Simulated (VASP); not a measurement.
# LaH3 in VASP: notebook

Runs on LaH3. Level: r2SCAN. Tasks: single point.

All numbers are computed with VASP 6.6.1; they aren't measurements. Logs are shortened: lines on timing, memory, paths and dates and some standing lists are left out, and cuts for length are marked.

## Step 1: The cell of the first run

The structure is cubic, space group Fm-3m (No. 225). Conventional cell: a = 5.573 Å, b = 5.573 Å, c = 5.573 Å, α = 90.00°, β = 90.00°, γ = 90.00°. La (site symmetry m-3m) has 14 H at 2.41 to 2.79 Å within 3.2 Å. H (site symmetry m-3m) has 8 H at 2.41 Å and 6 La at 2.79 Å within 3.2 Å. H (site symmetry -43m) has 4 La at 2.41 Å and 10 H at 2.41 to 2.79 Å within 3.2 Å.

## Step 2: Single point, r2SCAN

POSCAR reads:

```
LaH3
1.0
    0.0000000000      2.7864790000      2.7864790000
    2.7864790000      0.0000000000      2.7864790000
    2.7864790000      2.7864790000      0.0000000000
La H
1 3
Direct
    0.0000000000      0.0000000000      0.0000000000
    0.5000000000      0.5000000000      0.5000000000
    0.7500000000      0.7500000000      0.7500000000
    0.2500000000      0.2500000000      0.2500000000
```

INCAR.step1 reads:

```
SYSTEM = LaH3
PREC = Accurate
ENCUT = 520
ISMEAR = -1
SIGMA = 0.1
LREAL = .False.
LASPH = .True.
NELM = 80
NBANDS = 15
GGA = PE
ALGO = Normal
EDIFF = 1E-4
LWAVE = .True.
LCHARG = .False.
```

INCAR.step2 reads:

```
SYSTEM = LaH3
PREC = Accurate
ENCUT = 520
EDIFF = 1E-6
ISMEAR = -1
SIGMA = 0.1
LREAL = .False.
LASPH = .True.
NELM = 80
ALGO = Normal
ISIF = 2
LWAVE = .False.
LCHARG = .False.
METAGGA = R2SCAN
LMIXTAU = .True.
NBANDS = 15
ISTART = 1
```

KPOINTS reads:

```
regular mesh
0
Gamma
  11 11 11
  0 0 0
```

Potentials or basis: VASP PAW PBE potentials, release 64 (La, H).

Launch:

```
$ cat potpaw_PBE.64/La/POTCAR potpaw_PBE.64/H/POTCAR > POTCAR
$ cp INCAR.step1 INCAR
$ mpirun -np 1 vasp_std > vasp.out
$ cp INCAR.step2 INCAR
$ mpirun -np 1 vasp_std > vasp.out
```

OUTCAR:

```text
SYSTEM = LaH3
   PREC = Accurate
   ENCUT = 520
   EDIFF = 1E-6
   ISMEAR = -1
   LREAL = .False.
   LASPH = .True.
   NELM = 80
   ISIF = 2
   METAGGA = R2SCAN
   ISTART = 1

 ion  position               nearest neighbor table
   1  0.000  0.000  0.000-
   2  0.500  0.500  0.500-
   3  0.750  0.750  0.750-
   4  0.250  0.250  0.250-

  LATTYP: Found a face centered cubic cell.
 ALAT       =     5.5729580000

  Lattice vectors:

 A1 = (   0.0000000000,   2.7864790000,   2.7864790000)
 A2 = (   2.7864790000,   0.0000000000,   2.7864790000)
 A3 = (   2.7864790000,   2.7864790000,   0.0000000000)

Analysis of symmetry for initial positions (statically):
=====================================================================
 Subroutine PRICEL returns:
 Original cell was already a primitive cell.

 Routine SETGRP: Setting up the symmetry group for a
 face centered cubic supercell.

 Subroutine GETGRP returns: Found 48 space group operations
 (whereof 48 operations were pure point group operations)
 out of a pool of 48 trial point group operations.

The static configuration has the point symmetry O_h .

Analysis of symmetry for dynamics (positions and initial velocities):
=====================================================================
 Subroutine PRICEL returns:
 Original cell was already a primitive cell.

 Routine SETGRP: Setting up the symmetry group for a
 face centered cubic supercell.

 Subroutine GETGRP returns: Found 48 space group operations
 (whereof 48 operations were pure point group operations)
 out of a pool of 48 trial point group operations.

The dynamic configuration has the point symmetry O_h .

 Subroutine INISYM returns: Found 48 space group operations
 (whereof 48 operations are pure point group operations),
 and found     1 'primitive' translations

----------------------------------------------------------------------------------------

                                     Primitive cell

  volume of cell :      43.2710

  direct lattice vectors                    reciprocal lattice vectors
     0.000000000  2.786479000  2.786479000    -0.179437921  0.179437921  0.179437921
     2.786479000  0.000000000  2.786479000     0.179437921 -0.179437921  0.179437921
     2.786479000  2.786479000  0.000000000     0.179437921  0.179437921 -0.179437921

[... 96 lines left out ...]
   TEBEG  =    0.0;   TEEND  =   0.0 temperature during run
   PSTRESS=    0.0 pullay stress
   NELECT =      14.0000    total number of electrons
   NUPDOWN=      -1.0000    fix difference up-down
   EMIN   =  10.00;   EMAX   =-10.00  energy-range for DOS
   EFERMI =   0.00;   METHOD = LEGACY
   ISMEAR =    -1;   SIGMA  =   0.10  broadening in eV -4-tet -1-fermi 0-gaus
   EFERMI_NEDOS =   21; number of points for ismear=-14 and -15
   IALGO  =     38    algorithm
   IMIX   =      4    mixing-type and parameters
     AMIX     =   0.40;   BMIX     =  1.00
     AMIX_MAG =   1.60;   BMIX_MAG =  1.00
  volume/ion in A,a.u.               =      10.82        73.00
  Fermi-wavevector in a.u.,A,eV,Ry     =   1.123876  2.123818 17.185482  1.263097
  Thomas-Fermi vector in A             =   2.260545
   LORBIT       =      0    0 simple, 1 ext, 2 COOP (PROOUT), +10 PAW based schemes
   METAGGA = R2SCAN    functional components
   LHFCALC =     F    Hartree Fock is set to
   AEXX    =    0.0000 exact exchange contribution
   IVDW    =     0    specifies the selected vdW correction
   LEPSILON=     F    determine dielectric tensor
   LRPA    =     F    only Hartree local field effects (RPA)
 non-spin polarized calculation
  energy-cutoff  :      520.00
  volume of cell :       43.27
 maximum number of plane-waves:      1211
 NGX is ok and might be reduce to    30
   NGX = 15   NGY = 15   NGZ = 15

 number of electron      13.9999998 magnetization

 Free energy of the ion-electron system (eV)
  ---------------------------------------------------
  ext. energy  EPLUGINS =         0.00000000
  ---------------------------------------------------
  free energy    TOTEN  =       -42.84954577 eV

  energy without entropy =      -42.84764018  energy(sigma->0) =      -42.84859297

 E-fermi :   7.8661     XC(G=0): -10.5076

 val. band max:        7.6137018591   @ k =   0.0909   0.0000   0.0000
 cond. band min:       8.0484053500   @ k =   0.0000   0.0000   0.0000
 fundamental gap:      0.4347034909
 Fermi energy:         7.8660585718

 k-point     1 :       0.0000    0.0000    0.0000
  band No.  band energies     occupation
      1     -26.8332      2.00000
      2      -9.6208      2.00000
      3      -9.6208      2.00000
      4      -9.6208      2.00000
      5      -0.5404      2.00000
      6       4.4702      2.00000
      7       8.0484      0.27804
      8       8.3377      0.01773
      9       8.3377      0.01773
     10       8.3377      0.01773
     11       9.3452      0.00000
     12       9.3452      0.00000
     13       9.3452      0.00000
     14       9.9803      0.00000
[... 401 lines left out ...]
      2     -10.2904      2.00000
      3      -9.8686      2.00000
      4      -9.6807      2.00000
      5       1.1956      2.00000
      6       3.1230      2.00000
      7       5.3404      2.00000
      8       8.8962      0.00007
      9       8.9323      0.00005
     10       9.3242      0.00000
     11       9.4452      0.00000
     12       9.7001      0.00000
     13       9.8318      0.00000
     14       9.8956      0.00000
     15      10.3135      0.00000

 [... further k-points ...]

------------------------ aborting loop because EDIFF is reached ----------------------------------------

  FORCE on cell =-STRESS in cart. coord.  units (eV):
  Direction    XX          YY          ZZ          XY          YZ          ZX
  --------------------------------------------------------------------------------------
  -------------------------------------------------------------------------------------
  Total       -0.1029610     -0.1029610     -0.1029610      0.0000000      0.0000000     -0.0000000
  in kB       -3.8122907     -3.8122907     -3.8122907      0.0000000      0.0000000     -0.0000000
  external PRESSURE =      -3.8122907 kB  Pullay stress =       0.0000000 kB

 VOLUME and BASIS-vectors are now :
 -----------------------------------------------------------------------------
  energy-cutoff  :      520.00
  volume of cell :       43.27
      direct lattice vectors                 reciprocal lattice vectors
     0.000000000  2.786479000  2.786479000    -0.179437921  0.179437921  0.179437921
     2.786479000  0.000000000  2.786479000     0.179437921 -0.179437921  0.179437921
     2.786479000  2.786479000  0.000000000     0.179437921  0.179437921 -0.179437921

 POSITION                                       TOTAL-FORCE (eV/Angst)
 -----------------------------------------------------------------------------------
      0.00000      0.00000      0.00000         0.000000     -0.000000      0.000000
      2.78648      2.78648      2.78648         0.000000     -0.000000      0.000000
      4.17972      4.17972      4.17972        -0.000000      0.000000     -0.000000
      1.39324      1.39324      1.39324        -0.000000      0.000000     -0.000000
 -----------------------------------------------------------------------------------
    total drift:                                0.000000      0.000000     -0.000000

  FREE ENERGIE OF THE ION-ELECTRON SYSTEM (eV)
  ---------------------------------------------------
  free  energy   TOTEN  =       -42.8495457679 eV

  energy  without entropy=      -42.8476401781  energy(sigma->0) =      -42.84859297
```

OUTCAR.step1:

```text
SYSTEM = LaH3
   PREC = Accurate
   ENCUT = 520
   ISMEAR = -1
   LREAL = .False.
   LASPH = .True.
   NELM = 80
[... 659 lines left out ...]
      2.78648      2.78648      2.78648        -0.000000      0.000000      0.000000
      4.17972      4.17972      4.17972        -0.000000     -0.000000     -0.000000
      1.39324      1.39324      1.39324         0.000000      0.000000      0.000000
 -----------------------------------------------------------------------------------
    total drift:                                0.000000     -0.000000     -0.000000

  FREE ENERGIE OF THE ION-ELECTRON SYSTEM (eV)
  ---------------------------------------------------
  free  energy   TOTEN  =       -17.3397730091 eV

  energy  without entropy=      -17.3352869134  energy(sigma->0) =      -17.33752996
```

Run time: 3.8 min. Hardware: 1 thread of Oxide Virtual Turin-like, shared host; peak memory 0.17 GiB.

Results:

```
Free energy : -42.8495 eV
Pressure    : -0.4 GPa
```

Levels at points of the mesh, in eV from the Fermi level:
```
           k point  band 3  band 4  band 5  band 6  band 7  band 8  band 9  band 10  band 11  band 12
(0.00, 0.00, 0.00)  -17.49  -17.49   -8.41   -3.40    0.18    0.47    0.47     0.47     1.48     1.48
```

Caveat: the PAW data sets were made with another functional, which shifts forces and pressure a little; spin-orbit coupling is left out, which moves the levels of the heavy elements.

## Step 3: Single point, r2SCAN

POSCAR reads:

```
LaH3
1.0
   -0.0557295800      2.7586142100      2.7586142100
    2.7586142100     -0.0557295800      2.7586142100
    2.7586142100      2.7586142100     -0.0557295800
La H
1 3
Direct
    0.0000000000      0.0000000000      0.0000000000
    0.5000000000      0.5000000000      0.5000000000
    0.7500000000      0.7500000000      0.7500000000
    0.2500000000      0.2500000000      0.2500000000
```

INCAR.step1 reads:

```
SYSTEM = LaH3
ALGO = Normal
EDIFF = 1E-4
ENCUT = 520
GGA = PE
ISMEAR = -1
LASPH = .True.
LCHARG = .False.
LREAL = .False.
LWAVE = .True.
NBANDS = 15
NELM = 60
PREC = Accurate
SIGMA = 0.1
```

INCAR.step2 reads:

```
SYSTEM = LaH3
ALGO = Normal
EDIFF = 1E-6
ENCUT = 520
ISIF = 2
ISMEAR = -1
ISTART = 1
LASPH = .True.
LCHARG = .False.
LMIXTAU = .True.
LREAL = .False.
LWAVE = .False.
METAGGA = R2SCAN
NBANDS = 15
NELM = 60
PREC = Accurate
SIGMA = 0.1
```

KPOINTS reads:

```
k-points
0
Gamma
  11 11 11
  0 0 0
```

Potentials or basis: VASP PAW PBE potentials, release 64 (La, H).

Launch:

```
$ cat potpaw_PBE.64/La/POTCAR potpaw_PBE.64/H/POTCAR > POTCAR
$ cp INCAR.step1 INCAR
$ mpirun -np 1 vasp_std > vasp.out
$ cp INCAR.step2 INCAR
$ mpirun -np 1 vasp_std > vasp.out
```

It took 11 min on 1 thread of Oxide Virtual Turin-like, shared host; peak memory 0.23 GiB.

Results (log left out):

```yaml
Free_energy: -42.8346 eV
Pressure: -0.3 GPa
Largest_force: 0.048 eV/Å
```

Forces on the atoms (eV/Å):
```
La   0.000  0.000  0.000
H    0.000  0.000  0.000
H   -0.028 -0.028 -0.028
H    0.028  0.028  0.028
```

Stress tensor (GPa, compression positive):
```
-0.31  1.89  1.89
 1.89 -0.31  1.89
 1.89  1.89 -0.31
```

Levels at points of the mesh, in eV from the Fermi level:
```csv
k point,band 5,band 6,band 7,band 8,band 9,band 10
"(0.00, 0.00, 0.00)",-8.36,-3.34,0.14,0.42,0.42,0.84
```

Caveat: the PAW data sets were made with another functional, which shifts forces and pressure a little; spin-orbit coupling is left out, which moves the levels of the heavy elements.
